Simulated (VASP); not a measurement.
# Pt (Fmmm) in VASP: single point with LDA

Aim: the single point of Pt with LDA.

Everything below comes from runs of VASP 6.6.1. Logs are shortened: lines on timing, memory, paths and dates and some standing lists are left out, and cuts for length are marked.

### 1 The cell of the first run

It takes space group Fmmm (No. 69, orthorhombic). The conventional cell has a = 3.787 Å, b = 3.826 Å, c = 3.894 Å, α = 90.00°, β = 90.00°, γ = 90.00°. Within 3.5 Å of Pt (site symmetry mmm) lie 12 Pt at 2.69 to 2.73 Å.

### 2 Single point, LDA (normal strain along x -0.0275, normal strain along z -0.0175)

File INCAR:

```
PREC     = Accurate       # precision mode
ENCUT    = 570            # plane-wave cutoff, eV
EDIFF    = 1E-6           # SCF threshold, eV
ISMEAR   = 0              # smearing method
SIGMA    = 0.15           # smearing width, eV
LREAL    = F              # projectors in reciprocal space
LASPH    = T              # aspherical terms in the spheres
NELM     = 120            # most SCF steps
ALGO     = Normal         # electronic algorithm
ISIF     = 2              # what is computed and relaxed
LWAVE    = F              # write WAVECAR
LCHARG   = F              # write CHGCAR
GGA      = CA             # functional
NBANDS   = 15             # bands
GGA_COMPAT= F
```

File KPOINTS:

```
Automatic mesh
0
Gamma
  20 20 20
```

File POSCAR:

```
Pt
1.0
    0.0000000000      1.9468328700      1.9127632948
    1.8932949661      0.0000000000      1.9127632948
    1.8932949661      1.9468328700      0.0000000000
Pt
1
Direct
    0.0000000000      0.0000000000      0.0000000000
```

Potentials or basis: VASP PAW LDA potentials, release 64 (Pt_sv_GW).

Started as:

```console
cat potpaw_LDA.64/Pt_sv_GW/POTCAR > POTCAR
mpirun -np 1 vasp_std > vasp.out
```

OUTCAR:

```text
PREC = Accurate
   ENCUT = 570
   EDIFF = 1E-6
   ISMEAR = 0
   LREAL = F
   LASPH = T
   NELM = 120
   ISIF = 2
   GGA = CA

 ion  position               nearest neighbor table
   1  0.000  0.000  0.000-

  LATTYP: Found a face centered orthorhombic cell.
 ALAT       =     3.7865899322
 B/A-ratio  =     1.0102827763
 C/A-ratio  =     1.0282776349

  Lattice vectors:

 A1 = (   0.0000000000,   1.9468328700,  -1.9127632948)
 A2 = (   1.8932949661,   1.9468328700,   0.0000000000)
 A3 = (   1.8932949661,   0.0000000000,  -1.9127632948)

Analysis of symmetry for initial positions (statically):
=====================================================================
 Subroutine PRICEL returns:
 Original cell was already a primitive cell.

 Routine SETGRP: Setting up the symmetry group for a
 face centered orthorhombic supercell.

 Subroutine GETGRP returns: Found  8 space group operations
 (whereof  8 operations were pure point group operations)
 out of a pool of  8 trial point group operations.

The static configuration has the point symmetry D_2h.

Analysis of symmetry for dynamics (positions and initial velocities):
=====================================================================
 Subroutine PRICEL returns:
 Original cell was already a primitive cell.

 Routine SETGRP: Setting up the symmetry group for a
 face centered orthorhombic supercell.

 Subroutine GETGRP returns: Found  8 space group operations
 (whereof  8 operations were pure point group operations)
 out of a pool of  8 trial point group operations.

The dynamic configuration has the point symmetry D_2h.

 Subroutine INISYM returns: Found  8 space group operations
 (whereof  8 operations are pure point group operations),
 and found     1 'primitive' translations

----------------------------------------------------------------------------------------

                                     Primitive cell

  volume of cell :      14.1006

  direct lattice vectors                    reciprocal lattice vectors
     0.000000000  1.946832870  1.912763295    -0.264089859  0.256827388  0.261401921
     1.893294966  0.000000000  1.912763295     0.264089859 -0.256827388  0.261401921
     1.893294966  1.946832870  0.000000000     0.264089859  0.256827388 -0.261401921

  length of vectors
     2.729252946  2.691324813  2.715644316     0.451702031  0.451702031  0.451702031

  position of ions in fractional coordinates (direct lattice)
     0.000000000  0.000000000  0.000000000

  ion indices of the primitive-cell ions
   primitive index   ion index
                 1           1

----------------------------------------------------------------------------------------

 KPOINTS: Automatic mesh

Automatic generation of k-mesh.
 Grid dimensions read from file:
 generate k-points for:   20   20   20

 Generating k-lattice:

  Cartesian coordinates                     Fractional coordinates (reciprocal lattice)
    -0.013204493  0.012841369  0.013070096     0.050000000  0.000000000  0.000000000
     0.013204493 -0.012841369  0.013070096     0.000000000  0.050000000 -0.000000000
     0.013204493  0.012841369 -0.013070096     0.000000000 -0.000000000  0.050000000

  Length of vectors
     0.022585102  0.022585102  0.022585102

  Shift w.r.t. Gamma in fractional coordinates (k-lattice)
     0.000000000  0.000000000  0.000000000

 Subroutine IBZKPT returns following result:
 ===========================================

 Found   1166 irreducible k-points:

 Following reciprocal coordinates:
            Coordinates               Weight
  0.000000  0.000000  0.000000      1.000000
  0.050000  0.000000  0.000000      8.000000
  0.100000  0.000000  0.000000      8.000000
  0.150000  0.000000  0.000000      8.000000
  0.200000  0.000000  0.000000      8.000000
  0.250000  0.000000  0.000000      8.000000
[... 16 lines left out ...]
 -0.400000  0.050000 -0.000000      8.000000
 -0.350000  0.050000 -0.000000      8.000000
 [... further k-points ...]
   k-points           NKPTS =   1166   k-points in BZ     NKDIM =   1166   number of bands    NBANDS=     15
   number of dos      NEDOS =    301   number of ions     NIONS =      1
   total plane-waves  NPLWV =  13824
   dimension x,y,z NGX =    24 NGY =   24 NGZ =   24
   dimension x,y,z NGXF=    48 NGYF=   48 NGZF=   48
   ions per type =               1
   NGX,Y,Z   is equivalent  to a cutoff of  14.62, 14.83, 14.69 a.u.
   NGXF,Y,Z  is equivalent  to a cutoff of  29.24, 29.65, 29.38 a.u.
 SYSTEM =  unknown system
   PREC   = accura    normal or accurate (medium, high low for compatibility)
   ISTART =      0    job   : 0-new  1-cont  2-samecut
   ICHARG =      2    charge: 1-file 2-atom 10-const
   ISPIN  =      1    spin polarized calculation?
   LNONCOLLINEAR =      F non collinear calculations
   LSORBIT =      F    spin-orbit coupling
   LASPH  =      T    aspherical Exc in radial PAW
   ENCUT  =  570.0 eV  41.89 Ry    6.47 a.u.   5.31  5.24  5.29*2*pi/ulx,y,z
   NELM   =    120;   NELMIN=  2; NELMDL= -5     # of ELM steps
   EDIFF  = 0.1E-05   stopping-criterion for ELM
   LREAL  =      F    real-space projection
   EDIFFG = 0.1E-04   stopping-criterion for IOM
   NSW    =      0    number of steps for IOM
   IBRION =     -1    ionic relax: 0-MD 1-quasi-New 2-CG
   NFREE  =      0    steps in history (QN), initial steepest desc. (CG)
   ISIF   =      2    stress and relaxation
   ISYM   =      2    0-nonsym 1-usesym 2-fastsym
   POTIM  = 0.5000    time-step for ionic-motion
   TEBEG  =    0.0;   TEEND  =   0.0 temperature during run
   PSTRESS=    0.0 pullay stress
   NELECT =      18.0000    total number of electrons
   NUPDOWN=      -1.0000    fix difference up-down
   EMIN   =  10.00;   EMAX   =-10.00  energy-range for DOS
   EFERMI =   0.00;   METHOD = LEGACY
   ISMEAR =     0;   SIGMA  =   0.15  broadening in eV -4-tet -1-fermi 0-gaus
   EFERMI_NEDOS =   21; number of points for ismear=-14 and -15
   IALGO  =     38    algorithm
   IMIX   =      4    mixing-type and parameters
     AMIX     =   0.40;   BMIX     =  1.00
     AMIX_MAG =   1.60;   BMIX_MAG =  1.00
  volume/ion in A,a.u.               =      14.10        95.16
  Fermi-wavevector in a.u.,A,eV,Ry     =   1.775904  3.355973 42.910555  3.153837
  Thomas-Fermi vector in A             =   2.841605
   LORBIT       =      0    0 simple, 1 ext, 2 COOP (PROOUT), +10 PAW based schemes
   GGA     = CA    functional components
   LHFCALC =     F    Hartree Fock is set to
   AEXX    =    0.0000 exact exchange contribution
   IVDW    =     0    specifies the selected vdW correction
   LEPSILON=     F    determine dielectric tensor
   LRPA    =     F    only Hartree local field effects (RPA)
 non-spin polarized calculation
 Gauss-broadening in eV      SIGMA  =   0.15
  energy-cutoff  :      570.00
  volume of cell :       14.10
 maximum number of plane-waves:       452
 NGX is ok and might be reduce to    24
   NGX = 11   NGY = 11   NGZ = 11

 number of electron      18.0000000 magnetization

 Free energy of the ion-electron system (eV)
  ---------------------------------------------------
  ext. energy  EPLUGINS =         0.00000000
  ---------------------------------------------------
  free energy    TOTEN  =        -7.29616118 eV

  energy without entropy =       -7.27865625  energy(sigma->0) =       -7.28740871

 E-fermi :  11.7712     XC(G=0): -14.8111

 val. band max:       11.7699264601   @ k =  -0.3000   0.1000   0.0500
 cond. band min:      11.7713842342   @ k =   0.2500  -0.2500   0.2000
 fundamental gap:      0.0014577741
 Fermi energy:        11.7711643419

 k-point     1 :       0.0000    0.0000    0.0000
  band No.  band energies     occupation
      1     -86.7672      2.00000
      2     -40.9040      2.00000
      3     -40.8987      2.00000
      4     -40.8975      2.00000
      5       0.8011      2.00000
      6       7.3343      2.00000
      7       7.5674      2.00000
      8       7.6956      2.00000
      9       9.7619      2.00000
     10      10.1447      2.00000
     11      26.2417      0.00000
     12      31.0738      0.00000
     13      31.5720      0.00000
     14      31.8779      0.00000
     15      37.2687      0.00000

 k-point     2 :       0.0500    0.0000    0.0000
  band No.  band energies     occupation
      1     -86.7662      2.00000
      2     -40.9161      2.00000
      3     -40.9042      2.00000
      4     -40.9000      2.00000
      5       0.9098      2.00000
      6       7.3436      2.00000
      7       7.5765      2.00000
      8       7.7149      2.00000
      9       9.7392      2.00000
     10      10.1135      2.00000
     11      26.4188      0.00000
     12      30.8452      0.00000
     13      31.5334      0.00000
     14      31.9437      0.00000
     15      37.9111      0.00000

 k-point     3 :       0.1000    0.0000    0.0000
  band No.  band energies     occupation
      1     -86.7631      2.00000
      2     -40.9606      2.00000
      3     -40.9118      2.00000
      4     -40.9056      2.00000
      5       1.2272      2.00000
      6       7.2942      2.00000
      7       7.6303      2.00000
      8       7.8154      2.00000
      9       9.6906      2.00000
     10      10.0372      2.00000
     11      26.9141      0.00000
     12      29.7541      0.00000
     13      31.9536      0.00000
     14      32.4308      0.00000
     15      39.0850      0.00000
[... 343 lines left out ...]
 k-point    23 :      -0.4000    0.0500   -0.0000
  band No.  band energies     occupation
      1     -86.7234      2.00000
      2     -41.4678      2.00000
      3     -41.0027      2.00000
      4     -40.9758      2.00000
      5       3.8154      2.00000
      6       7.3847      2.00000
      7       7.7022      2.00000
      8       9.5644      2.00000
      9      11.3529      1.99992
     10      12.0885      0.00277
     11      19.7003      0.00000
     12      26.3266      0.00000
     13      31.1749      0.00000
     14      32.2455      0.00000
     15      39.4765      0.00000

 k-point    24 :      -0.3500    0.0500   -0.0000
  band No.  band energies     occupation
      1     -86.7279      2.00000
      2     -41.4098      2.00000
      3     -40.9943      2.00000
      4     -40.9668      2.00000
      5       3.7814      2.00000
      6       7.5015      2.00000
      7       7.8215      2.00000
      8       8.5801      2.00000
      9      10.8878      2.00000
     10      11.6144      1.86054
     11      21.4388      0.00000
     12      26.8629      0.00000
     13      31.9264      0.00000
     14      33.5165      0.00000
     15      37.7938      0.00000

 [... further k-points ...]

------------------------ aborting loop because EDIFF is reached ----------------------------------------

  FORCE on cell =-STRESS in cart. coord.  units (eV):
  Direction    XX          YY          ZZ          XY          YZ          ZX
  --------------------------------------------------------------------------------------
  -------------------------------------------------------------------------------------
  Total        1.5186564      1.1852825      1.4241295      0.0000000      0.0000000     -0.0000000
  in kB      172.5567364    134.6772605    161.8161634      0.0000000      0.0000000     -0.0000000
  external PRESSURE =     156.3500534 kB  Pullay stress =       0.0000000 kB

 VOLUME and BASIS-vectors are now :
 -----------------------------------------------------------------------------
  energy-cutoff  :      570.00
  volume of cell :       14.10
      direct lattice vectors                 reciprocal lattice vectors
     0.000000000  1.946832870  1.912763295    -0.264089859  0.256827388  0.261401921
     1.893294966  0.000000000  1.912763295     0.264089859 -0.256827388  0.261401921
     1.893294966  1.946832870  0.000000000     0.264089859  0.256827388 -0.261401921

 POSITION                                       TOTAL-FORCE (eV/Angst)
 -----------------------------------------------------------------------------------
      0.00000      0.00000      0.00000        -0.000000      0.000000      0.000000
 -----------------------------------------------------------------------------------
    total drift:                                0.000000      0.000000      0.000000

  FREE ENERGIE OF THE ION-ELECTRON SYSTEM (eV)
  ---------------------------------------------------
  free  energy   TOTEN  =        -7.2961611794 eV

  energy  without entropy=       -7.2786562473  energy(sigma->0) =       -7.28740871
```

Run time: 1.8 min. Hardware: 1 thread of Intel Xeon Platinum 8488C (Sapphire Rapids), shared host; peak memory 0.38 GiB.

What came out:

- Free energy: -7.2962 eV
- Pressure: 15.6 GPa
- Band gap on the k mesh: zero (bands 9 and 10 overlap by 2.59 eV)

Levels at points of the mesh, in eV from the Fermi level:
```tsv
k point	band 7	band 8	band 9	band 10	band 11	band 12
(0.00, 0.00, 0.00)	-4.20	-4.08	-2.01	-1.63	14.47	19.30
(0.50, 0.00, 0.00)	-4.15	-0.71	-0.03	0.13	6.40	14.04
(0.50, 0.50, 0.00)	0.01	0.40	0.71	1.74	9.74	11.45
(0.50, 0.00, 0.50)	0.05	0.49	0.59	1.39	9.25	11.85
(0.00, 0.50, 0.50)	0.01	0.46	0.67	1.96	10.02	11.31
```

Caveat: the cell differs from its parent crystal (normal strain along x -0.0275, normal strain along z -0.0175); the cell stands under pressure; spin-orbit coupling is left out, which moves the levels of the heavy elements.
